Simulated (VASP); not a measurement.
# Gd (Im-3m) in VASP: further runs

The runs below take Gd through single point, with PBEsol.

Everything below comes from runs of VASP 6.6.1. Logs are shortened: lines on timing, memory, paths and dates and some standing lists are left out, and cuts for length are marked.

### 1 The cell of the first run

It takes space group Im-3m (No. 229, cubic). The conventional cell has a = 4.050 Å, b = 4.050 Å, c = 4.050 Å, α = 90.00°, β = 90.00°, γ = 90.00°. Within 4.6 Å of Gd (site symmetry m-3m) lie 14 Gd at 3.51 to 4.05 Å.

### 2 Single point, PBEsol, collinear spin, ferromagnetic start

Contents of INCAR:

```
SYSTEM = Gd
ALGO = Normal ; EDIFF = 1E-7
ENCUT = 520 ; GGA = PS
ISIF = 2 ; ISMEAR = -1
ISPIN = 2 ; LASPH = .True.
LCHARG = .False. ; LMAXMIX = 6
LORBIT = 11 ; LREAL = .False.
LWAVE = .False. ; MAGMOM = 3.5
NBANDS = 19 ; NELM = 150
NUPDOWN = 3.5 ; PREC = Accurate
SIGMA = 0.05
```

Contents of KPOINTS:

```
k-points
0
Gamma
  8 8 8
  0 0 0
```

Contents of POSCAR:

```
Gd
1.0
   -2.0250000000      2.0250000000      2.0250000000
    2.0250000000     -2.0250000000      2.0250000000
    2.0250000000      2.0250000000     -2.0250000000
Gd
1
Direct
    0.0000000000      0.0000000000      0.0000000000
```

Potentials or basis: VASP PAW PBE potentials, release 64 (Gd).

Command:

```bash
> cat potpaw_PBE.64/Gd/POTCAR > POTCAR
> mpirun -np 1 vasp_std > vasp.out
```

OUTCAR:

```text
SYSTEM = Gd
   EDIFF = 1E-7
   ENCUT = 520
   GGA = PS
   ISIF = 2
   ISMEAR = -1
   ISPIN = 2
   LASPH = .True.
   LORBIT = 11
   LREAL = .False.
   NELM = 150
   NUPDOWN = 3.5
   PREC = Accurate

 ion  position               nearest neighbor table
   1  0.000  0.000  0.000-

  LATTYP: Found a body centered cubic cell.
 ALAT       =     4.0500000000

  Lattice vectors:

 A1 = (  -2.0250000000,   2.0250000000,   2.0250000000)
 A2 = (   2.0250000000,  -2.0250000000,   2.0250000000)
 A3 = (   2.0250000000,   2.0250000000,  -2.0250000000)

Analysis of symmetry for initial positions (statically):
=====================================================================
 Subroutine PRICEL returns:
 Original cell was already a primitive cell.

 Routine SETGRP: Setting up the symmetry group for a
 body centered cubic supercell.

 Subroutine GETGRP returns: Found 48 space group operations
 (whereof 48 operations were pure point group operations)
 out of a pool of 48 trial point group operations.

The static configuration has the point symmetry O_h .

Analysis of symmetry for dynamics (positions and initial velocities):
=====================================================================
 Subroutine PRICEL returns:
 Original cell was already a primitive cell.

 Routine SETGRP: Setting up the symmetry group for a
 body centered cubic supercell.

 Subroutine GETGRP returns: Found 48 space group operations
 (whereof 48 operations were pure point group operations)
 out of a pool of 48 trial point group operations.

The dynamic configuration has the point symmetry O_h .

Analysis of structural, dynamic, and magnetic symmetry:
=====================================================================
 Subroutine PRICEL returns:
 Original cell was already a primitive cell.

 Routine SETGRP: Setting up the symmetry group for a
 body centered cubic supercell.

 Subroutine GETGRP returns: Found 48 space group operations
 (whereof 48 operations were pure point group operations)
 out of a pool of 48 trial point group operations.

The overall configuration has the point symmetry O_h .

 Subroutine INISYM returns: Found 48 space group operations
 (whereof 48 operations are pure point group operations),
 and found     1 'primitive' translations

----------------------------------------------------------------------------------------

                                     Primitive cell

  volume of cell :      33.2151

  direct lattice vectors                    reciprocal lattice vectors
    -2.025000000  2.025000000  2.025000000     0.000000000  0.246913580  0.246913580
     2.025000000 -2.025000000  2.025000000     0.246913580  0.000000000  0.246913580
     2.025000000  2.025000000 -2.025000000     0.246913580  0.246913580  0.000000000

  length of vectors
     3.507402885  3.507402885  3.507402885     0.349188534  0.349188534  0.349188534

  position of ions in fractional coordinates (direct lattice)
     0.000000000  0.000000000  0.000000000

  ion indices of the primitive-cell ions
   primitive index   ion index
                 1           1

----------------------------------------------------------------------------------------

 KPOINTS: k-points

Automatic generation of k-mesh.
 Grid dimensions read from file:
 generate k-points for:    8    8    8

 Generating k-lattice:

  Cartesian coordinates                     Fractional coordinates (reciprocal lattice)
     0.000000000  0.030864198  0.030864198     0.125000000  0.000000000  0.000000000
     0.030864198  0.000000000  0.030864198     0.000000000  0.125000000  0.000000000
     0.030864198  0.030864198  0.000000000     0.000000000  0.000000000  0.125000000

  Length of vectors
     0.043648567  0.043648567  0.043648567

  Shift w.r.t. Gamma in fractional coordinates (k-lattice)
     0.000000000  0.000000000  0.000000000

 Subroutine IBZKPT returns following result:
 ===========================================

 Found     29 irreducible k-points:

 Following reciprocal coordinates:
            Coordinates               Weight
  0.000000  0.000000  0.000000      1.000000
  0.125000  0.000000  0.000000     12.000000
  0.250000  0.000000  0.000000     12.000000
  0.375000  0.000000  0.000000     12.000000
  0.500000  0.000000  0.000000      6.000000
  0.125000  0.125000  0.000000     24.000000
[... 16 lines left out ...]
 -0.250000  0.250000  0.250000      6.000000
 -0.375000  0.375000  0.250000     24.000000
 [... further k-points ...]
   k-points           NKPTS =     29   k-points in BZ     NKDIM =     29   number of bands    NBANDS=     19
   number of dos      NEDOS =    301   number of ions     NIONS =      1
   total plane-waves  NPLWV =  21952
   dimension x,y,z NGX =    28 NGY =   28 NGZ =   28
   dimension x,y,z NGXF=    56 NGYF=   56 NGZF=   56
   ions per type =               1
   NGX,Y,Z   is equivalent  to a cutoff of  13.27, 13.27, 13.27 a.u.
   NGXF,Y,Z  is equivalent  to a cutoff of  26.54, 26.54, 26.54 a.u.
 SYSTEM =  Gd
   PREC   = accura    normal or accurate (medium, high low for compatibility)
   ISTART =      0    job   : 0-new  1-cont  2-samecut
   ICHARG =      2    charge: 1-file 2-atom 10-const
   ISPIN  =      2    spin polarized calculation?
   LNONCOLLINEAR =      F non collinear calculations
   LSORBIT =      F    spin-orbit coupling
   LASPH  =      T    aspherical Exc in radial PAW
   ENCUT  =  520.0 eV  38.22 Ry    6.18 a.u.   6.52  6.52  6.52*2*pi/ulx,y,z
   NELM   =    150;   NELMIN=  2; NELMDL= -5     # of ELM steps
   EDIFF  = 0.1E-06   stopping-criterion for ELM
   LREAL  =      F    real-space projection
   EDIFFG = 0.1E-05   stopping-criterion for IOM
   NSW    =      0    number of steps for IOM
   IBRION =     -1    ionic relax: 0-MD 1-quasi-New 2-CG
   NFREE  =      0    steps in history (QN), initial steepest desc. (CG)
   ISIF   =      2    stress and relaxation
   ISYM   =      2    0-nonsym 1-usesym 2-fastsym
   POTIM  = 0.5000    time-step for ionic-motion
   TEBEG  =    0.0;   TEEND  =   0.0 temperature during run
   PSTRESS=    0.0 pullay stress
   NELECT =      18.0000    total number of electrons
   NUPDOWN=       3.5000    fix difference up-down
   EMIN   =  10.00;   EMAX   =-10.00  energy-range for DOS
   EFERMI =   0.00;   METHOD = LEGACY
   ISMEAR =    -1;   SIGMA  =   0.05  broadening in eV -4-tet -1-fermi 0-gaus
   EFERMI_NEDOS =   21; number of points for ismear=-14 and -15
   IALGO  =     38    algorithm
   IMIX   =      4    mixing-type and parameters
     AMIX     =   0.40;   BMIX     =  1.00
     AMIX_MAG =   1.60;   BMIX_MAG =  1.00
  volume/ion in A,a.u.               =      33.22       224.15
  Fermi-wavevector in a.u.,A,eV,Ry     =   1.334711  2.522238 24.238153  1.781454
  Thomas-Fermi vector in A             =   2.463472
   LORBIT       =     11    0 simple, 1 ext, 2 COOP (PROOUT), +10 PAW based schemes
   GGA     = PS    functional components
   LHFCALC =     F    Hartree Fock is set to
   AEXX    =    0.0000 exact exchange contribution
   IVDW    =     0    specifies the selected vdW correction
   LEPSILON=     F    determine dielectric tensor
   LRPA    =     F    only Hartree local field effects (RPA)
 spin polarized calculation
  energy-cutoff  :      520.00
  volume of cell :       33.22
 maximum number of plane-waves:       935
 NGX is ok and might be reduce to    28
   NGX = 13   NGY = 13   NGZ = 13

 number of electron      18.0000009 magnetization       3.5000010

 Free energy of the ion-electron system (eV)
  ---------------------------------------------------
  ext. energy  EPLUGINS =         0.00000000
  ---------------------------------------------------
  free energy    TOTEN  =        -9.10097140 eV

  energy without entropy =       -9.02792803  energy(sigma->0) =       -9.06444971

 E-fermi :   3.8006     XC(G=0):  -9.8180

 val. band max:        3.7945906442   @ k =   0.2500   0.0000   0.0000
 cond. band min:       0.4076280698   @ k =  -0.1250   0.1250   0.1250
 fundamental gap:     -3.3869625744
 Fermi energy:         0.0437234333

 spin component 1

 k-point     1 :       0.0000    0.0000    0.0000
  band No.  band energies     occupation
      1     -41.1645      1.00000
      2     -18.2902      1.00000
      3     -18.2902      1.00000
      4     -18.2902      1.00000
      5      -0.4461      0.99994
      6      -0.1722      0.98687
[... 11 lines left out ...]
     18      15.2681      0.00000
     19      15.2681      0.00000

 k-point     2 :       0.1250    0.0000    0.0000
  band No.  band energies     occupation
      1     -41.1549      1.00000
      2     -18.3951      1.00000
      3     -18.3234      1.00000
      4     -18.2907      1.00000
      5      -0.1714      0.98664
      6      -0.1684      0.98582
[... 476 lines left out ...]
 k-point    24 :      -0.3750    0.3750    0.2500
  band No.  band energies     occupation
      1     -41.0822      1.00000
      2     -18.7942      1.00000
      3     -18.6065      1.00000
      4     -18.5425      1.00000
      5      -0.2781      0.99840
      6      -0.2405      0.99662
[... 11 lines left out ...]
     18      13.9783      0.00000
     19      15.5215      0.00000

 [... further k-points ...]

 spin component 2

 k-point     1 :       0.0000    0.0000    0.0000
  band No.  band energies     occupation
      1     -38.9035      1.00000
      2     -16.8984      1.00000
      3     -16.8984      1.00000
      4     -16.8984      1.00000
      5      -2.6011      1.00000
      6       3.7900      0.55301
[... 11 lines left out ...]
     18      12.9895      0.00000
     19      12.9895      0.00000

 k-point     2 :       0.1250    0.0000    0.0000
  band No.  band energies     occupation
      1     -38.8897      1.00000
      2     -17.0542      1.00000
      3     -16.9441      1.00000
      4     -16.8999      1.00000
      5      -2.1282      1.00000
      6       3.5852      0.98673
[... 476 lines left out ...]
 k-point    24 :      -0.3750    0.3750    0.2500
  band No.  band energies     occupation
      1     -38.7861      1.00000
      2     -17.6182      1.00000
      3     -17.3353      1.00000
      4     -17.2532      1.00000
      5       1.1635      1.00000
      6       1.8439      1.00000
[... 11 lines left out ...]
     18      13.1071      0.00000
     19      14.6049      0.00000

 [... further k-points ...]
[... 5 lines left out ...]
  --------------------------------------------------------------------------------------
  -------------------------------------------------------------------------------------
  Total        0.3423750      0.3423750      0.3423750     -0.0000000      0.0000000     -0.0000000
  in kB       16.5149590     16.5149590     16.5149590     -0.0000000      0.0000000     -0.0000000
  external PRESSURE =      16.5149590 kB  Pullay stress =       0.0000000 kB

 VOLUME and BASIS-vectors are now :
 -----------------------------------------------------------------------------
  energy-cutoff  :      520.00
  volume of cell :       33.22
      direct lattice vectors                 reciprocal lattice vectors
    -2.025000000  2.025000000  2.025000000     0.000000000  0.246913580  0.246913580
     2.025000000 -2.025000000  2.025000000     0.246913580  0.000000000  0.246913580
     2.025000000  2.025000000 -2.025000000     0.246913580  0.246913580  0.000000000

 POSITION                                       TOTAL-FORCE (eV/Angst)
 -----------------------------------------------------------------------------------
      0.00000      0.00000      0.00000         0.000000      0.000000      0.000000
 -----------------------------------------------------------------------------------
    total drift:                               -0.000000     -0.000000     -0.000000

  FREE ENERGIE OF THE ION-ELECTRON SYSTEM (eV)
  ---------------------------------------------------
  free  energy   TOTEN  =        -9.1009714009 eV

  energy  without entropy=       -9.0279280265  energy(sigma->0) =       -9.06444971

 total charge

# of ion       s       p       d       f       tot
--------------------------------------------------
    1        2.008   5.549   0.564   7.189  15.311

 magnetization (x)

# of ion       s       p       d       f       tot
--------------------------------------------------
    1       -0.063  -0.142  -0.558   6.040   5.278
```

It took 45 s on 1 thread of Intel Xeon 6975P-C (Granite Rapids), shared host; peak memory 0.19 GiB.

Results:

| Item | Value |
| --- | --- |
| Free energy | -9.1010 eV |
| Pressure | 1.7 GPa |
| Net moment | 3.50 μB per cell |
| Site moments | Gd +5.28 μB |
| Valence electrons inside the program's atomic spheres | Gd 15.31 |

Caveat: the PAW data sets were made with another functional, which shifts forces and pressure a little; spin-orbit coupling is left out, which moves the levels of the heavy elements; the total moment is fixed, so each spin has its own Fermi level. The state reached can hang on the start; a lower one may exist.

### 3 Single point, PBEsol, collinear spin, ferromagnetic start

Contents of INCAR:

```
SYSTEM = Gd
PREC = Accurate
ENCUT = 520
EDIFF = 1E-6
ISMEAR = -1
SIGMA = 0.05
LREAL = .False.
LASPH = .True.
NELM = 150
ALGO = Normal
ISIF = 2
LWAVE = .False.
LCHARG = .False.
ISPIN = 2
MAGMOM = 5.2
LORBIT = 11
NUPDOWN = 5.2
LMAXMIX = 6
GGA = PS
NBANDS = 19
```

Contents of KPOINTS:

```
Automatic mesh
0
Gamma
  8 8 8
  0 0 0
```

POSCAR is that of step 2.

Potentials or basis: VASP PAW PBE potentials, release 64 (Gd).

Command:

```bash
> cat potpaw_PBE.64/Gd/POTCAR > POTCAR
> mpirun -np 1 vasp_std > vasp.out
```

It took 37 s on 1 thread of Intel Xeon 6975P-C (Granite Rapids), shared host; peak memory 0.2 GiB.

The run converged. Its results:

| Item | Value |
| --- | --- |
| Free energy | -11.2156 eV |
| Pressure | 1.0 GPa |
| Net moment | 5.20 μB per cell |
| Site moments | Gd +6.16 μB |
| Valence electrons inside the program's atomic spheres | Gd 15.24 |

Caveat: the PAW data sets were made with another functional, which shifts forces and pressure a little; spin-orbit coupling is left out, which moves the levels of the heavy elements; the total moment is fixed, so each spin has its own Fermi level.

### 4 Single point, PBEsol, collinear spin, ferromagnetic start

Contents of INCAR:

```
SYSTEM = Gd
PREC = Accurate
ENCUT = 520
EDIFF = 1E-6
ISMEAR = -1
SIGMA = 0.05
LREAL = .FALSE.
LASPH = .TRUE.
NELM = 150
ALGO = Normal
ISIF = 2
LWAVE = .FALSE.
LCHARG = .FALSE.
ISPIN = 2
MAGMOM = 7
LORBIT = 11
NUPDOWN = 7.0
LMAXMIX = 6
GGA = PS
NBANDS = 19
```

Contents of KPOINTS:

```
Automatic mesh
0
G
  8 8 8
  0 0 0
```

POSCAR is that of step 3.

Command:

```bash
> cat potpaw_PBE.64/Gd/POTCAR > POTCAR
> mpirun -np 1 vasp_std > vasp.out
```

Wall time 37 s (1 thread of Intel Xeon 6975P-C (Granite Rapids), shared host); peak memory 0.2 GiB.

The run converged. Its results:

```
Free energy                                           : -11.8731 eV
Pressure                                              : -1.5 GPa
Net moment                                            : 7.00 μB per cell
Site moments                                          : Gd +6.75 μB
Valence electrons inside the program's atomic spheres : Gd 15.20
```

Caveat: the PAW data sets were made with another functional, which shifts forces and pressure a little; spin-orbit coupling is left out, which moves the levels of the heavy elements; the total moment is fixed, so each spin has its own Fermi level. The state reached can hang on the start; a lower one may exist.

### 5 Single point, PBEsol, collinear spin, ferromagnetic start

Contents of INCAR:

```
SYSTEM = Gd
ALGO = Normal
EDIFF = 1E-7
ENCUT = 520
GGA = PS
ISIF = 2
ISMEAR = -1
ISPIN = 2
LASPH = .True.
LCHARG = .False.
LMAXMIX = 6
LORBIT = 11
LREAL = .False.
LWAVE = .False.
MAGMOM = 8.8
NBANDS = 19
NELM = 150
NUPDOWN = 8.8
PREC = Accurate
SIGMA = 0.05
```

Contents of KPOINTS:

```
k-points
0
Gamma
  8 8 8
  0 0 0
```

POSCAR is that of step 4.

Command:

```bash
> cat potpaw_PBE.64/Gd/POTCAR > POTCAR
> mpirun -np 1 vasp_std > vasp.out
```

It took 40 s on 1 thread of Intel Xeon 6975P-C (Granite Rapids), shared host; peak memory 0.2 GiB.

It converged, with:

```
Free energy                                           : -11.7520 eV
Pressure                                              : 0.1 GPa
Net moment                                            : 8.80 μB per cell
Site moments                                          : Gd +7.41 μB
Valence electrons inside the program's atomic spheres : Gd 15.18
```

Caveat: the PAW data sets were made with another functional, which shifts forces and pressure a little; spin-orbit coupling is left out, which moves the levels of the heavy elements; the total moment is fixed, so each spin has its own Fermi level. The state reached can hang on the start; a lower one may exist.

### 6 Single point, PBEsol, collinear spin, ferromagnetic start

Contents of INCAR:

```
SYSTEM = Gd
ALGO = Normal
EDIFF = 1E-6
ENCUT = 520
GGA = PS
ISIF = 2
ISMEAR = -1
ISPIN = 2
LASPH = .True.
LCHARG = .False.
LMAXMIX = 6
LORBIT = 11
LREAL = .False.
LWAVE = .False.
MAGMOM = 10.5
NBANDS = 19
NELM = 150
NUPDOWN = 10.5
PREC = Accurate
SIGMA = 0.05
```

KPOINTS is that of step 5.

POSCAR is that of step 5.

Potentials or basis: VASP PAW PBE potentials, release 64 (Gd).

Command:

```bash
> cat potpaw_PBE.64/Gd/POTCAR > POTCAR
> mpirun -np 1 vasp_std > vasp.out
```

Run time: 26 s. Hardware: 1 thread of Intel Xeon 6975P-C (Granite Rapids), shared host; peak memory 0.19 GiB.

Results (log left out):

```yaml
Free_energy: -5.7059 eV
Pressure: 0.2 GPa
Net_moment: 10.50 μB per cell
Site_moments: Gd +8.15 μB
Valence_electrons_inside_the_program's_atomic_spheres: Gd 15.17
```

Caveat: the PAW data sets were made with another functional, which shifts forces and pressure a little; spin-orbit coupling is left out, which moves the levels of the heavy elements; the total moment is fixed, so each spin has its own Fermi level.

### 7 Summary

| fixed moment (μB) | pressure (GPa) | moment (μB) |
| --- | --- | --- |
| 3.5 | 1.7 | 3.50 |
| 5.2 | 1.0 | 5.20 |
| 7.0 | -1.5 | 7.00 |
| 8.8 | 0.1 | 8.80 |
| 10.5 | 0.2 | 10.50 |

Alike in all rows: task single point; level PBEsol; potentials or basis VASP PAW PBE potentials, release 64 (Gd); spin collinear, ferromagnetic start; cell as given; k mesh 8 × 8 × 8; cutoff (eV) 520; smearing fermi-dirac 0.05 eV.

Caveats: the PAW data sets were made with another functional, which shifts forces and pressure a little; spin-orbit coupling is left out, which moves the levels of the heavy elements; the total moment is fixed, so each spin has its own Fermi level.

Total energies depend on the potentials used, so only differences within one code and one set of settings carry meaning.
